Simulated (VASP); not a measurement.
# Al3GaN4 (P-43m) in VASP: a series of runs

Al3GaN4 is run at these levels: PBEsol; tasks: relaxation of cell and atoms, single point.

Everything below comes from runs of VASP 6.6.1. Logs are shortened: lines on timing, memory, paths and dates and some standing lists are left out, and cuts for length are marked.

**1. The cell of the first run**

It takes space group P-43m (No. 215, cubic). Conventional cell: a = 4.401 Å, b = 4.401 Å, c = 4.401 Å, α = 90.00°, β = 90.00°, γ = 90.00°. Al (site symmetry -42m) has 4 N at 1.89 Å within 2.5 Å. Within 2.6 Å of Ga (site symmetry -43m) lie 4 N at 1.95 Å. N (site symmetry 3m) has 3 Al at 1.89 Å and 1 Ga at 1.95 Å within 2.5 Å.

**2. Relaxation of cell and atoms, PBEsol**

The input, INCAR:

```
PREC = Accurate
ENCUT = 600
EDIFF = 1E-6
ISMEAR = 0
SIGMA = 0.02
LREAL = F
LASPH = T
NELM = 80
ALGO = Normal
ISIF = 3
LWAVE = F
LCHARG = F
GGA = PS
IBRION = 2
NSW = 100
EDIFFG = -0.005
```

The input, KPOINTS:

```
Automatic mesh
0
Gamma
  6 6 6
```

The input, POSCAR:

```
Al3GaN4
1.0
    4.4014385300      0.0000000000      0.0000000000
    0.0000000000      4.4014385300      0.0000000000
    0.0000000000      0.0000000000      4.4014385300
Al Ga N
3 1 4
Direct
    0.5000000000      0.5000000000      0.0000000000
    0.5000000000      0.0000000000      0.5000000000
    0.0000000000      0.5000000000      0.5000000000
    0.0000000000      0.0000000000      0.0000000000
    0.7441634300      0.7441634300      0.2558365700
    0.7441634300      0.2558365700      0.7441634300
    0.2558365700      0.7441634300      0.7441634300
    0.2558365700      0.2558365700      0.2558365700
```

Potentials or basis: VASP PAW PBE potentials, release 64 (Al, Ga_d, N).

Started as:

```console
cat potpaw_PBE.64/Al/POTCAR potpaw_PBE.64/Ga_d/POTCAR potpaw_PBE.64/N/POTCAR > POTCAR
mpirun -np 1 vasp_std > vasp.out
```

OUTCAR:

```text
PREC = Accurate
   ENCUT = 600
   EDIFF = 1E-6
   ISMEAR = 0
   LREAL = F
   LASPH = T
   NELM = 80
   ISIF = 3
   GGA = PS
   IBRION = 2
   NSW = 100
   EDIFFG = -0.005

 ion  position               nearest neighbor table
   1  0.500  0.500  0.000-   5 1.89   6 1.89   7 1.89   8 1.89   3 3.11   4 3.11   2 3.11   2 3.11
                             3 3.11   2 3.11   4 3.11   2 3.11   3 3.11   4 3.11   3 3.11   4 3.11
   2  0.500  0.000  0.500-   5 1.89   6 1.89   7 1.89   8 1.89   3 3.11   4 3.11   1 3.11   1 3.11
                             4 3.11   1 3.11   3 3.11   1 3.11   3 3.11   4 3.11   4 3.11   3 3.11
   3  0.000  0.500  0.500-   5 1.89   6 1.89   7 1.89   8 1.89   2 3.11   4 3.11   1 3.11   1 3.11
                             4 3.11   2 3.11   4 3.11   4 3.11   1 3.11   2 3.11   1 3.11   2 3.11
   4  0.000  0.000  0.000-   5 1.95   6 1.95   7 1.95   8 1.95   2 3.11   3 3.11   1 3.11   2 3.11
                             3 3.11   1 3.11   3 3.11   3 3.11   1 3.11   2 3.11   2 3.11   1 3.11
   5  0.744  0.744  0.256-   1 1.89   2 1.89   3 1.89   4 1.95
   6  0.744  0.256  0.744-   1 1.89   2 1.89   3 1.89   4 1.95
   7  0.256  0.744  0.744-   1 1.89   2 1.89   3 1.89   4 1.95
   8  0.256  0.256  0.256-   1 1.89   2 1.89   3 1.89   4 1.95

  LATTYP: Found a simple cubic cell.
 ALAT       =     4.4014385300

  Lattice vectors:

 A1 = (   4.4014385300,   0.0000000000,   0.0000000000)
 A2 = (   0.0000000000,   4.4014385300,   0.0000000000)
 A3 = (   0.0000000000,   0.0000000000,   4.4014385300)

Analysis of symmetry for initial positions (statically):
=====================================================================
 Subroutine PRICEL returns:
 Original cell was already a primitive cell.

 Routine SETGRP: Setting up the symmetry group for a
 simple cubic supercell.

 Subroutine GETGRP returns: Found 24 space group operations
 (whereof 24 operations were pure point group operations)
 out of a pool of 48 trial point group operations.

The static configuration has the point symmetry T_d .

Analysis of symmetry for dynamics (positions and initial velocities):
=====================================================================
 Subroutine PRICEL returns:
 Original cell was already a primitive cell.

 Routine SETGRP: Setting up the symmetry group for a
 simple cubic supercell.

 Subroutine GETGRP returns: Found 24 space group operations
 (whereof 24 operations were pure point group operations)
 out of a pool of 48 trial point group operations.

The dynamic configuration has the point symmetry T_d .

 Subroutine INISYM returns: Found 24 space group operations
 (whereof 24 operations are pure point group operations),
 and found     1 'primitive' translations

----------------------------------------------------------------------------------------

                                     Primitive cell

[... 95 lines left out ...]
   ENCUT  =  600.0 eV  44.10 Ry    6.64 a.u.   8.79  8.79  8.79*2*pi/ulx,y,z
   NELM   =     80;   NELMIN=  2; NELMDL= -5     # of ELM steps
   EDIFF  = 0.1E-05   stopping-criterion for ELM
   LREAL  =      F    real-space projection
   EDIFFG = -.5E-02   stopping-criterion for IOM
   NSW    =    100    number of steps for IOM
   IBRION =      2    ionic relax: 0-MD 1-quasi-New 2-CG
   NFREE  =      1    steps in history (QN), initial steepest desc. (CG)
   ISIF   =      3    stress and relaxation
   ISYM   =      2    0-nonsym 1-usesym 2-fastsym
   POTIM  = 0.5000    time-step for ionic-motion
   TEBEG  =    0.0;   TEEND  =   0.0 temperature during run
   PSTRESS=    0.0 pullay stress
   NELECT =      42.0000    total number of electrons
   NUPDOWN=      -1.0000    fix difference up-down
   EMIN   =  10.00;   EMAX   =-10.00  energy-range for DOS
   EFERMI =   0.00;   METHOD = LEGACY
   ISMEAR =     0;   SIGMA  =   0.02  broadening in eV -4-tet -1-fermi 0-gaus
   EFERMI_NEDOS =   21; number of points for ismear=-14 and -15
   IALGO  =     38    algorithm
   IMIX   =      4    mixing-type and parameters
     AMIX     =   0.40;   BMIX     =  1.00
     AMIX_MAG =   1.60;   BMIX_MAG =  1.00
  volume/ion in A,a.u.               =      10.66        71.93
  Fermi-wavevector in a.u.,A,eV,Ry     =   1.292895  2.443217 22.743196  1.671578
  Thomas-Fermi vector in A             =   2.424575
   LORBIT       =      0    0 simple, 1 ext, 2 COOP (PROOUT), +10 PAW based schemes
   GGA     = PS    functional components
   LHFCALC =     F    Hartree Fock is set to
   AEXX    =    0.0000 exact exchange contribution
   IVDW    =     0    specifies the selected vdW correction
   LEPSILON=     F    determine dielectric tensor
   LRPA    =     F    only Hartree local field effects (RPA)
 conjugate gradient relaxation of ions
 non-spin polarized calculation
 Gauss-broadening in eV      SIGMA  =   0.02
  energy-cutoff  :      600.00
  volume of cell :       85.27
 maximum number of plane-waves:      2897
 NGX is ok and might be reduce to    36
   NGX = 17   NGY = 17   NGZ = 17

--------------------------------------- Ionic step        1  -------------------------------------------

 number of electron      41.9999993 magnetization

 Free energy of the ion-electron system (eV)
  ---------------------------------------------------
  ext. energy  EPLUGINS =         0.00000000
  ---------------------------------------------------
  free energy    TOTEN  =       -59.95595814 eV

  energy without entropy =      -59.95595814  energy(sigma->0) =      -59.95595814

------------------------ aborting loop because EDIFF is reached ----------------------------------------

  FORCE on cell =-STRESS in cart. coord.  units (eV):
  Direction    XX          YY          ZZ          XY          YZ          ZX
  --------------------------------------------------------------------------------------
  -------------------------------------------------------------------------------------
  Total        0.3001543      0.3001543      0.3001543      0.0000000      0.0000000      0.0000000
  in kB        5.6398970      5.6398970      5.6398970      0.0000000      0.0000000      0.0000000
  external PRESSURE =       5.6398970 kB  Pullay stress =       0.0000000 kB
[... 197 lines left out ...]
--------------------------------------- Ionic step        6  -------------------------------------------

 number of electron      41.9999989 magnetization

 Free energy of the ion-electron system (eV)
  ---------------------------------------------------
  ext. energy  EPLUGINS =         0.00000000
  ---------------------------------------------------
  free energy    TOTEN  =       -59.95737501 eV

  energy without entropy =      -59.95737501  energy(sigma->0) =      -59.95737501

 E-fermi :   5.7175     XC(G=0): -11.3317

 val. band max:        5.6252352974   @ k =   0.0000   0.0000   0.0000
 cond. band min:       8.9415391583   @ k =   0.0000   0.0000   0.0000
 fundamental gap:      3.3163038609
 Fermi energy:         5.7175447238

 k-point     1 :       0.0000    0.0000    0.0000
  band No.  band energies     occupation
      1      -9.5366      2.00000
      2      -7.7744      2.00000
      3      -7.7744      2.00000
      4      -7.7744      2.00000
      5      -6.9832      2.00000
      6      -6.9832      2.00000
[... 604 lines left out ...]
  FREE ENERGIE OF THE ION-ELECTRON SYSTEM (eV)
  ---------------------------------------------------
  free  energy   TOTEN  =       -59.9573750118 eV

  energy  without entropy=      -59.9573750118  energy(sigma->0) =      -59.95737501

 reached required accuracy - stopping structural energy minimisation
```

OSZICAR:

```text
N       E                     dE             d eps       ncg     rms          rms(c)
DAV:   1     0.351835953524E+03    0.35184E+03   -0.21612E+04  1132   0.218E+03
DAV:   2    -0.167254968648E+02   -0.36856E+03   -0.35539E+03  1208   0.503E+02
DAV:   3    -0.664562658432E+02   -0.49731E+02   -0.48803E+02  1222   0.158E+02
[... 42 lines left out ...]
       N       E                     dE             d eps       ncg     rms          rms(c)
DAV:   1    -0.599574105646E+02   -0.58602E-04   -0.54112E-03  1156   0.805E-01    0.399E-02
DAV:   2    -0.599573840194E+02    0.26545E-04   -0.16540E-04  1578   0.222E-01    0.182E-02
DAV:   3    -0.599573756949E+02    0.83244E-05   -0.23755E-05  1554   0.811E-02    0.557E-03
DAV:   4    -0.599573750118E+02    0.68318E-06   -0.60735E-06  1010   0.206E-02
   6 F= -.59957375E+02 E0= -.59957375E+02  d E =-.766679E-04
```

CONTCAR:

```text
Al3GaN4
   1.00000000000000
     4.4058916924927631   -0.0000000000000000    0.0000000000000000
     0.0000000000000000    4.4058916924927631   -0.0000000000000000
     0.0000000000000000    0.0000000000000000    4.4058916924927631
  Al              Ga              N
     3     1     4
Direct
     0.5000000000000000    0.5000000000000000    1.0000000000000000
     0.5000000000000000    0.0000000000000000    0.5000000000000000
     1.0000000000000000    0.5000000000000000    0.5000000000000000
     1.0000000000000000    0.0000000000000000    1.0000000000000000
     0.7447663385278219    0.7447663385278219    0.2552336614721782
     0.7447663385278219    0.2552336614721782    0.7447663385278219
     0.2552336614721782    0.7447663385278219    0.7447663385278219
     0.2552336614721782    0.2552336614721782    0.2552336614721782

  0.00000000E+00  0.00000000E+00  0.00000000E+00
  0.00000000E+00  0.00000000E+00  0.00000000E+00
  0.00000000E+00  0.00000000E+00  0.00000000E+00
  0.00000000E+00  0.00000000E+00  0.00000000E+00
  0.00000000E+00  0.00000000E+00  0.00000000E+00
  0.00000000E+00  0.00000000E+00  0.00000000E+00
  0.00000000E+00  0.00000000E+00  0.00000000E+00
  0.00000000E+00  0.00000000E+00  0.00000000E+00
```

Run time: 2.2 min. Hardware: 1 thread of Intel Xeon 6975P-C (Granite Rapids), shared host; peak memory 0.23 GiB.

Results:

* Free energy: -59.9574 eV
* Relaxed volume: 10.69 Å³/atom
* Relaxed cell: a = 4.406 Å, b = 4.406 Å, c = 4.406 Å, α = 90.00°, β = 90.00°, γ = 90.00°
* Space group after relaxing (to 0.05 Å): P-43m (No. 215)
* Energy gained by relaxing: 0.2 meV/atom
* Ionic steps: 6
* Pressure after relaxing: -0.1 GPa
* Band gap on the k mesh: 3.32 eV, direct

Forces on the atoms (eV/Å):
```
Al   0.000  0.000  0.000
Al   0.000  0.000  0.000
Al   0.000  0.000  0.000
Ga   0.000  0.000  0.000
N   -0.001 -0.001  0.001
N   -0.001  0.001 -0.001
N    0.001 -0.001 -0.001
N    0.001  0.001  0.001
```

Step by step:
```
step  energy change (eV)  largest force (eV/Å)  pressure (GPa)  volume (Å³)
   1              0.0000                0.1082            0.56        85.27
   2             -0.0011                0.0169           -0.50        85.73
   3             -0.0013                0.0222           -0.12        85.59
   4             -0.0013                0.0201           -0.20        85.59
   5             -0.0014                0.0156            0.04        85.49
   6             -0.0014                0.0024           -0.06        85.53
```

Final structure:
```cif
data_structure
_symmetry_space_group_name_H-M 'P 1'
_symmetry_Int_Tables_number 1
_cell_length_a 4.4059
_cell_length_b 4.4059
_cell_length_c 4.4059
_cell_angle_alpha 90.000
_cell_angle_beta 90.000
_cell_angle_gamma 90.000
_cell_volume 85.53
loop_
_atom_site_label
_atom_site_type_symbol
_atom_site_fract_x
_atom_site_fract_y
_atom_site_fract_z
_atom_site_occupancy
Al1 Al 0.50000 0.50000 0.00000 1
Al2 Al 0.50000 0.00000 0.50000 1
Al3 Al 0.00000 0.50000 0.50000 1
Ga1 Ga 0.00000 0.00000 0.00000 1
N1 N 0.74477 0.74477 0.25523 1
N2 N 0.74477 0.25523 0.74477 1
N3 N 0.25523 0.74477 0.74477 1
N4 N 0.25523 0.25523 0.25523 1
```

Levels at points of the mesh, in eV from the valence-band top:
```csv
k point,band 19,band 20,band 21,band 22,band 23,band 24
"(0.00, 0.00, 0.00)",0.00,0.00,0.00,3.32,3.32,3.32
"(0.50, 0.00, 0.00)",-1.22,-0.94,-0.94,5.53,5.59,6.05
"(0.50, 0.50, 0.00)",-0.55,-0.54,-0.54,7.30,7.47,7.47
"(0.50, 0.50, 0.50)",-0.38,-0.38,-0.38,5.47,6.92,6.92
```

Caveat: the PAW data sets were made with another functional, which shifts forces and pressure a little. A k mesh can miss the band edges.

**3. Relaxation of cell and atoms, PBEsol**

This run uses another cell than the first one, of 10.70 Å³/atom, 1.004 times its volume.

The input, INCAR:

```
PREC = Accurate
ENCUT = 600
EDIFF = 1E-6
ISMEAR = 0
SIGMA = 0.01
LREAL = F
LASPH = T
NELM = 80
ALGO = Normal
ISIF = 3
LWAVE = F
LCHARG = F
GGA = PS
IBRION = 2
NSW = 80
EDIFFG = -0.001
```

KPOINTS is that of step 2.

The input, POSCAR:

```
Al3GaN4
1.0
    4.4069948406      0.0000000000      0.0000000000
    0.0000000000      4.4069948406      0.0000000000
    0.0000000000      0.0000000000      4.4069948406
Al Ga N
3 1 4
Direct
    0.5000000000      0.5000000000      0.0000000000
    0.5000000000      0.0000000000      0.5000000000
    0.0000000000      0.5000000000      0.5000000000
    0.0000000000      0.0000000000      0.0000000000
    0.7447077166      0.7447077166      0.2552922834
    0.7447077166      0.2552922834      0.7447077166
    0.2552922834      0.7447077166      0.7447077166
    0.2552922834      0.2552922834      0.2552922834
```

Potentials or basis: VASP PAW PBE potentials, release 64 (Al, Ga_d, N).

Started as:

```console
cat potpaw_PBE.64/Al/POTCAR potpaw_PBE.64/Ga_d/POTCAR potpaw_PBE.64/N/POTCAR > POTCAR
mpirun -np 1 vasp_std > vasp.out
```

OUTCAR:

```text
PREC = Accurate
   ENCUT = 600
   EDIFF = 1E-6
   ISMEAR = 0
   LREAL = F
   LASPH = T
   NELM = 80
   ISIF = 3
   GGA = PS
   IBRION = 2
   NSW = 80
   EDIFFG = -0.001

 ion  position               nearest neighbor table
   1  0.500  0.500  0.000-   5 1.90   6 1.90   7 1.90   8 1.90   3 3.12   4 3.12   2 3.12   2 3.12
                             3 3.12   2 3.12   4 3.12   2 3.12   3 3.12   4 3.12   3 3.12   4 3.12
   2  0.500  0.000  0.500-   5 1.90   6 1.90   7 1.90   8 1.90   3 3.12   4 3.12   1 3.12   1 3.12
                             4 3.12   1 3.12   3 3.12   1 3.12   3 3.12   4 3.12   4 3.12   3 3.12
   3  0.000  0.500  0.500-   5 1.90   6 1.90   7 1.90   8 1.90   2 3.12   4 3.12   1 3.12   1 3.12
                             4 3.12   2 3.12   4 3.12   4 3.12   1 3.12   2 3.12   1 3.12   2 3.12
   4  0.000  0.000  0.000-   5 1.95   6 1.95   7 1.95   8 1.95   2 3.12   3 3.12   1 3.12   2 3.12
                             3 3.12   1 3.12   3 3.12   3 3.12   1 3.12   2 3.12   2 3.12   1 3.12
   5  0.745  0.745  0.255-   1 1.90   2 1.90   3 1.90   4 1.95
   6  0.745  0.255  0.745-   1 1.90   2 1.90   3 1.90   4 1.95
   7  0.255  0.745  0.745-   1 1.90   2 1.90   3 1.90   4 1.95
   8  0.255  0.255  0.255-   1 1.90   2 1.90   3 1.90   4 1.95

  LATTYP: Found a simple cubic cell.
 ALAT       =     4.4069948406

  Lattice vectors:

 A1 = (   4.4069948406,   0.0000000000,   0.0000000000)
 A2 = (   0.0000000000,   4.4069948406,   0.0000000000)
 A3 = (   0.0000000000,   0.0000000000,   4.4069948406)

Analysis of symmetry for initial positions (statically):
[... 188 lines left out ...]
  --------------------------------------------------------------------------------------
  -------------------------------------------------------------------------------------
  Total       -0.1044029     -0.1044029     -0.1044029     -0.0000000     -0.0000000     -0.0000000
  in kB       -1.9543186     -1.9543186     -1.9543186     -0.0000000     -0.0000000     -0.0000000
  external PRESSURE =      -1.9543186 kB  Pullay stress =       0.0000000 kB
[... 107 lines left out ...]
  FREE ENERGIE OF THE ION-ELECTRON SYSTEM (eV)
  ---------------------------------------------------
  free  energy   TOTEN  =       -59.9579606072 eV

  energy  without entropy=      -59.9579606072  energy(sigma->0) =      -59.95796061

[... ionic steps 4 to 10 ...]

--------------------------------------- Ionic step       11  -------------------------------------------

 number of electron      41.9999989 magnetization

------------------------ aborting loop because EDIFF is reached ----------------------------------------
[... 79 lines left out ...]
--------------------------------------- Ionic step       13  -------------------------------------------

 number of electron      41.9999989 magnetization

 Free energy of the ion-electron system (eV)
  ---------------------------------------------------
  ext. energy  EPLUGINS =         0.00000000
  ---------------------------------------------------
  free energy    TOTEN  =       -59.95796154 eV

  energy without entropy =      -59.95796154  energy(sigma->0) =      -59.95796154

 E-fermi :   5.7187     XC(G=0): -11.3321

 val. band max:        5.6261211244   @ k =   0.0000   0.0000   0.0000
 cond. band min:       8.9425382157   @ k =   0.0000   0.0000   0.0000
 fundamental gap:      3.3164170913
 Fermi energy:         5.7187273231

 k-point     1 :       0.0000    0.0000    0.0000
  band No.  band energies     occupation
      1      -9.5362      2.00000
      2      -7.7732      2.00000
      3      -7.7732      2.00000
      4      -7.7732      2.00000
      5      -6.9818      2.00000
      6      -6.9818      2.00000
[... 604 lines left out ...]
  FREE ENERGIE OF THE ION-ELECTRON SYSTEM (eV)
  ---------------------------------------------------
  free  energy   TOTEN  =       -59.9579615378 eV

  energy  without entropy=      -59.9579615378  energy(sigma->0) =      -59.95796154

 reached required accuracy - stopping structural energy minimisation
```

CONTCAR:

```text
Al3GaN4
   1.00000000000000
     4.4057565287294596    0.0000000000000000   -0.0000000000000000
    -0.0000000000000000    4.4057565287294596    0.0000000000000000
    -0.0000000000000000   -0.0000000000000000    4.4057565287294596
  Al              Ga              N
     3     1     4
Direct
     0.5000000000000000    0.5000000000000000    0.0000000000000000
     0.5000000000000000    0.0000000000000000    0.5000000000000000
     0.0000000000000000    0.5000000000000000    0.5000000000000000
     0.0000000000000000    0.0000000000000000    0.0000000000000000
     0.7447571022756742    0.7447571022756742    0.2552428977243259
     0.7447571022756742    0.2552428977243259    0.7447571022756742
     0.2552428977243259    0.7447571022756742    0.7447571022756742
     0.2552428977243259    0.2552428977243259    0.2552428977243259

  0.00000000E+00  0.00000000E+00  0.00000000E+00
  0.00000000E+00  0.00000000E+00  0.00000000E+00
  0.00000000E+00  0.00000000E+00  0.00000000E+00
  0.00000000E+00  0.00000000E+00  0.00000000E+00
  0.00000000E+00  0.00000000E+00  0.00000000E+00
  0.00000000E+00  0.00000000E+00  0.00000000E+00
  0.00000000E+00  0.00000000E+00  0.00000000E+00
  0.00000000E+00  0.00000000E+00  0.00000000E+00
```

Run time: 3.2 min. Hardware: 1 thread of Intel Xeon 6975P-C (Granite Rapids), shared host; peak memory 0.22 GiB.

Results:

```
Free energy                            : -59.9580 eV
Relaxed volume                         : 10.69 Å³/atom
Relaxed cell                           : a = 4.406 Å, b = 4.406 Å, c = 4.406 Å, α = 90.00°, β = 90.00°, γ = 90.00°
Space group after relaxing (to 0.05 Å) : P-43m (No. 215)
Energy gained by relaxing              : 0.0 meV/atom
Ionic steps                            : 13
Pressure after relaxing                : 0.0 GPa
Band gap on the k mesh                 : 3.32 eV, direct
```

Final structure:
```
Al Ga N
1.0
     4.40576    0.00000    0.00000
     0.00000    4.40576    0.00000
     0.00000    0.00000    4.40576
Al Ga N
3 1 4
Cartesian
  2.2029 2.2029 0.0000
  2.2029 0.0000 2.2029
  0.0000 2.2029 2.2029
  0.0000 0.0000 0.0000
  3.2812 3.2812 1.1245
  3.2812 1.1245 3.2812
  1.1245 3.2812 3.2812
  1.1245 1.1245 1.1245
```

Caveat: the PAW data sets were made with another functional, which shifts forces and pressure a little.

(Continued in part 2 of 2.)
